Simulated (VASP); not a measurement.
# Nb (Im-3m) in VASP: single point with PBE

Aim: the single point of Nb with PBE.

All numbers are computed with VASP 6.6.1; they aren't measurements. Logs are shortened: lines on timing, memory, paths and dates and some standing lists are left out, and cuts for length are marked.

### 1 The cell of the first run

Symmetry: Im-3m, No. 229, cubic system. Conventional cell: a = 3.328 Å, b = 3.328 Å, c = 3.328 Å, α = 90.00°, β = 90.00°, γ = 90.00°. Within 3.8 Å of Nb (site symmetry m-3m) lie 14 Nb at 2.88 to 3.33 Å.

### 2 Single point, PBE

Input file INCAR:

```
SYSTEM = Nb
ALGO = Normal
EDIFF = 1E-6
ENCUT = 500
GGA = PE
GGA_COMPAT = .FALSE.
ISIF = 2
ISMEAR = 0
LASPH = .TRUE.
LCHARG = .FALSE.
LREAL = .FALSE.
LWAVE = .FALSE.
NBANDS = 12
NELM = 120
PREC = Accurate
SIGMA = 0.1
```

Input file KPOINTS:

```
k-points
0
G
  9 9 9
  0 0 0
```

Input file POSCAR:

```
Nb
1.0
   -1.6639500000      1.6639500000      1.6639500000
    1.6639500000     -1.6639500000      1.6639500000
    1.6639500000      1.6639500000     -1.6639500000
Nb
1
Direct
    0.0000000000      0.0000000000      0.0000000000
```

Potentials or basis: VASP PAW PBE potentials, release 64 (Nb_sv).

The run is started by

```
> cat potpaw_PBE.64/Nb_sv/POTCAR > POTCAR
> mpirun -np 1 vasp_std > vasp.out
```

OUTCAR:

```text
SYSTEM = Nb
   EDIFF = 1E-6
   ENCUT = 500
   GGA = PE
   ISIF = 2
   ISMEAR = 0
   LASPH = .TRUE.
   LREAL = .FALSE.
   NELM = 120
   PREC = Accurate

 ion  position               nearest neighbor table
   1  0.000  0.000  0.000-

  LATTYP: Found a body centered cubic cell.
 ALAT       =     3.3279000000

  Lattice vectors:

 A1 = (  -1.6639500000,   1.6639500000,   1.6639500000)
 A2 = (   1.6639500000,  -1.6639500000,   1.6639500000)
 A3 = (   1.6639500000,   1.6639500000,  -1.6639500000)

Analysis of symmetry for initial positions (statically):
=====================================================================
 Subroutine PRICEL returns:
 Original cell was already a primitive cell.

 Routine SETGRP: Setting up the symmetry group for a
 body centered cubic supercell.

 Subroutine GETGRP returns: Found 48 space group operations
 (whereof 48 operations were pure point group operations)
 out of a pool of 48 trial point group operations.

The static configuration has the point symmetry O_h .

Analysis of symmetry for dynamics (positions and initial velocities):
=====================================================================
 Subroutine PRICEL returns:
 Original cell was already a primitive cell.

 Routine SETGRP: Setting up the symmetry group for a
 body centered cubic supercell.

 Subroutine GETGRP returns: Found 48 space group operations
 (whereof 48 operations were pure point group operations)
 out of a pool of 48 trial point group operations.

The dynamic configuration has the point symmetry O_h .

 Subroutine INISYM returns: Found 48 space group operations
 (whereof 48 operations are pure point group operations),
 and found     1 'primitive' translations

----------------------------------------------------------------------------------------

                                     Primitive cell

  volume of cell :      18.4281

  direct lattice vectors                    reciprocal lattice vectors
    -1.663950000  1.663950000  1.663950000     0.000000000  0.300489798  0.300489798
     1.663950000 -1.663950000  1.663950000     0.300489798  0.000000000  0.300489798
     1.663950000  1.663950000 -1.663950000     0.300489798  0.300489798  0.000000000

  length of vectors
     2.882045941  2.882045941  2.882045941     0.424956748  0.424956748  0.424956748

  position of ions in fractional coordinates (direct lattice)
     0.000000000  0.000000000  0.000000000

  ion indices of the primitive-cell ions
[... 75 lines left out ...]
   LREAL  =      F    real-space projection
   EDIFFG = 0.1E-04   stopping-criterion for IOM
   NSW    =      0    number of steps for IOM
   IBRION =     -1    ionic relax: 0-MD 1-quasi-New 2-CG
   NFREE  =      0    steps in history (QN), initial steepest desc. (CG)
   ISIF   =      2    stress and relaxation
   ISYM   =      2    0-nonsym 1-usesym 2-fastsym
   POTIM  = 0.5000    time-step for ionic-motion
   TEBEG  =    0.0;   TEEND  =   0.0 temperature during run
   PSTRESS=    0.0 pullay stress
   NELECT =      13.0000    total number of electrons
   NUPDOWN=      -1.0000    fix difference up-down
   EMIN   =  10.00;   EMAX   =-10.00  energy-range for DOS
   EFERMI =   0.00;   METHOD = LEGACY
   ISMEAR =     0;   SIGMA  =   0.10  broadening in eV -4-tet -1-fermi 0-gaus
   EFERMI_NEDOS =   21; number of points for ismear=-14 and -15
   IALGO  =     38    algorithm
   IMIX   =      4    mixing-type and parameters
     AMIX     =   0.40;   BMIX     =  1.00
     AMIX_MAG =   1.60;   BMIX_MAG =  1.00
  volume/ion in A,a.u.               =      18.43       124.36
  Fermi-wavevector in a.u.,A,eV,Ry     =   1.457345  2.753983 28.896790  2.123854
  Thomas-Fermi vector in A             =   2.574157
   LORBIT       =      0    0 simple, 1 ext, 2 COOP (PROOUT), +10 PAW based schemes
   GGA     = PE    functional components
   LHFCALC =     F    Hartree Fock is set to
   AEXX    =    0.0000 exact exchange contribution
   IVDW    =     0    specifies the selected vdW correction
   LEPSILON=     F    determine dielectric tensor
   LRPA    =     F    only Hartree local field effects (RPA)
 non-spin polarized calculation
 Gauss-broadening in eV      SIGMA  =   0.10
  energy-cutoff  :      500.00
  volume of cell :       18.43
 maximum number of plane-waves:       477
 NGX is ok and might be reduce to    24
   NGX = 11   NGY = 11   NGZ = 11

 number of electron      12.9999999 magnetization

 Free energy of the ion-electron system (eV)
  ---------------------------------------------------
  ext. energy  EPLUGINS =         0.00000000
  ---------------------------------------------------
  free energy    TOTEN  =       -10.22571408 eV

  energy without entropy =      -10.21736333  energy(sigma->0) =      -10.22153871

 E-fermi :  10.8604     XC(G=0): -12.3816

 val. band max:       10.8255267913   @ k =   0.3333   0.2222   0.0000
 cond. band min:      10.8651608403   @ k =  -0.2222   0.3333   0.1111
 fundamental gap:      0.0396340491
 Fermi energy:        10.8604030547

 k-point     1 :       0.0000    0.0000    0.0000
  band No.  band energies     occupation
      1     -43.5277      2.00000
      2     -18.8729      2.00000
      3     -18.8729      2.00000
      4     -18.8729      2.00000
      5       4.9634      2.00000
      6      11.2397      0.00000
      7      11.2397      0.00000
      8      11.2397      0.00000
      9      14.0741      0.00000
     10      14.0741      0.00000
     11      25.0198      0.00000
     12      25.0198      0.00000
[... 331 lines left out ...]
 k-point    24 :      -0.4444   -0.4444    0.1111
  band No.  band energies     occupation
      1     -43.2657      2.00000
      2     -20.0047      2.00000
      3     -19.4679      2.00000
      4     -19.0730      2.00000
      5       8.1895      2.00000
      6      10.0558      2.00000
      7      10.4094      2.00000
      8      13.1173      0.00000
      9      15.8674      0.00000
     10      18.6494      0.00000
     11      21.7952      0.00000
     12      24.4519      0.00000

 [... further k-points ...]
[... 5 lines left out ...]
  --------------------------------------------------------------------------------------
  -------------------------------------------------------------------------------------
  Total       -0.3786363     -0.3786363     -0.3786363     -0.0000000     -0.0000000     -0.0000000
  in kB      -32.9194123    -32.9194123    -32.9194123     -0.0000000     -0.0000000     -0.0000000
  external PRESSURE =     -32.9194123 kB  Pullay stress =       0.0000000 kB

 VOLUME and BASIS-vectors are now :
 -----------------------------------------------------------------------------
  energy-cutoff  :      500.00
  volume of cell :       18.43
      direct lattice vectors                 reciprocal lattice vectors
    -1.663950000  1.663950000  1.663950000     0.000000000  0.300489798  0.300489798
     1.663950000 -1.663950000  1.663950000     0.300489798  0.000000000  0.300489798
     1.663950000  1.663950000 -1.663950000     0.300489798  0.300489798  0.000000000

 POSITION                                       TOTAL-FORCE (eV/Angst)
 -----------------------------------------------------------------------------------
      0.00000      0.00000      0.00000         0.000000      0.000000     -0.000000
 -----------------------------------------------------------------------------------
    total drift:                                0.000000      0.000000      0.000000

  FREE ENERGIE OF THE ION-ELECTRON SYSTEM (eV)
  ---------------------------------------------------
  free  energy   TOTEN  =       -10.2257140842 eV

  energy  without entropy=      -10.2173633349  energy(sigma->0) =      -10.22153871
```

OSZICAR:

```text
N       E                     dE             d eps       ncg     rms          rms(c)
DAV:   1     0.115874869276E+03    0.11587E+03   -0.70212E+03   840   0.103E+03
DAV:   2    -0.593705169790E+01   -0.12181E+03   -0.11736E+03   904   0.379E+02
DAV:   3    -0.104141229230E+02   -0.44771E+01   -0.42867E+01  1224   0.649E+01
DAV:   4    -0.106535132733E+02   -0.23939E+00   -0.23814E+00  1188   0.140E+01
DAV:   5    -0.106612856570E+02   -0.77724E-02   -0.77705E-02  1208   0.212E+00    0.691E+00
DAV:   6    -0.102690942540E+02    0.39219E+00   -0.59900E-01  1328   0.970E+00    0.240E+00
DAV:   7    -0.102207751166E+02    0.48319E-01   -0.18884E-01  1388   0.543E+00    0.959E-01
DAV:   8    -0.102256564703E+02   -0.48814E-02   -0.11619E-02   988   0.141E+00    0.642E-02
DAV:   9    -0.102257045642E+02   -0.48094E-04   -0.10399E-03  1388   0.346E-01    0.386E-02
DAV:  10    -0.102257202465E+02   -0.15682E-04   -0.22234E-05   992   0.628E-02    0.121E-02
DAV:  11    -0.102257141924E+02    0.60541E-05   -0.42707E-06  1072   0.341E-02    0.203E-03
DAV:  12    -0.102257140842E+02    0.10816E-06   -0.11318E-07   596   0.453E-03
   1 F= -.10225714E+02 E0= -.10221539E+02  d E =-.835075E-02
```

stdout:

```text
POSCAR found type information on POSCAR Nb
 POSCAR found :  1 types and       1 ions
 scaLAPACK will be used
 LDA part: xc-table for (Slater+PW92), standard interpolation
 POSCAR, INCAR and KPOINTS ok, starting setup
 FFT: planning ... GRIDC
 FFT: planning ... GRID_SOFT
 FFT: planning ... GRID
 WAVECAR not read
 entering main loop
```

It took 6.5 s on 1 thread of Intel Xeon 6975P-C (Granite Rapids), shared host; peak memory 0.13 GiB.

What came out:

```yaml
Free_energy: -10.2257 eV
Pressure: -3.3 GPa
```

Levels at points of the mesh, in eV from the Fermi level:
| k point | band 3 | band 4 | band 5 | band 6 | band 7 | band 8 | band 9 | band 10 |
| --- | --- | --- | --- | --- | --- | --- | --- | --- |
| (0.00, 0.00, 0.00) | -29.73 | -29.73 | -5.90 | 0.38 | 0.38 | 0.38 | 3.21 | 3.21 |
